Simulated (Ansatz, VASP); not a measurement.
**MgO: VASP beside Ansatz**

INCAR

```
SYSTEM = MgO
PREC = Accurate ; ENCUT = 520
EDIFF = 1E-7 ; ISMEAR = 0
SIGMA = 0.05 ; LREAL = .False.
LASPH = .True. ; NELM = 80
ALGO = Normal ; ISIF = 2
LWAVE = .False. ; LCHARG = .False.
GGA = PE ; NBANDS = 11
```

KPOINTS

```
regular mesh
0
Gamma
  12 12 8
  0 0 0
```

The input POSCAR:

```
MgO
1.0
    2.9377244759      0.0000000000      0.0000000000
   -1.4688622380      2.5441440255      0.0000000000
    0.0000000000      0.0000000000      2.6797873418
Mg O
1 1
Direct
    0.0154214316      0.0077107158      0.0115660737
    0.3333333333      0.6666666667      0.5000000000
```

Input for Ansatz:

```yaml
crystal:
  lattice:
    - [2.9377244759, 0.0, 0.0]
    - [-1.468862238, 2.5441440255, 0.0]
    - [0.0, 0.0, 2.6797873418]
  atoms:
    - { symbol: Mg, position: [0.0154214316, 0.0077107158, 0.0115660737] }
    - { symbol: O, position: [0.3333333333, 0.6666666667, 0.5] }
basis:
  ecutwfc: 420
kpoints:
  mp_grid: { grid: [12, 12, 8] }
hamiltonian:
  xc: pbe
scf:
  occupations: { method: gaussian, width: 0.05 }
output:
  forces: true
  stress: true
  eigenvalues: true
  write_density: true
  write_potential: true
  elf: true
  volumetric_format: npy
```

Change from the starting cell: all Mg atoms moved -0.050 Å, as atom 1 towards its neighbour atom 2 (O) at 2.161 Å.

Alike in both runs: task single point; functional PBE; k mesh 12 × 12 × 8; occupations gaussian, width 0.05 eV; no spin polarisation.

|  | VASP | Ansatz |
| --- | --- | --- |
| version | VASP 6.6.1 | Ansatz 0.2.0 |
| potentials or method | VASP PAW PBE potentials, release 64 (Mg, O), cutoff 520 eV | scalar-relativistic, plane waves, PAW |
| valence electrons in the cell | 8 | 16 |

```tsv
	VASP	Ansatz	Ansatz less VASP
gap on the k mesh at the Fermi level (eV)	3.00	3.02	+0.021
least direct gap on the mesh (eV)	3.40	3.42	+0.018
pressure (GPa)	-0.5	0.2	+0.64
traceless stress, the component that is largest in VASP (GPa)	0.18	0.18	-0.002
rms of the force components (eV/Å)	0.097	0.095	-0.0017
```

Atom by atom the forces differ by 0.002 eV/Å (rms over components). VASP's potentials hold 8 valence electrons a cell and Ansatz's 16, so a difference there can come from the potentials and not from the codes.
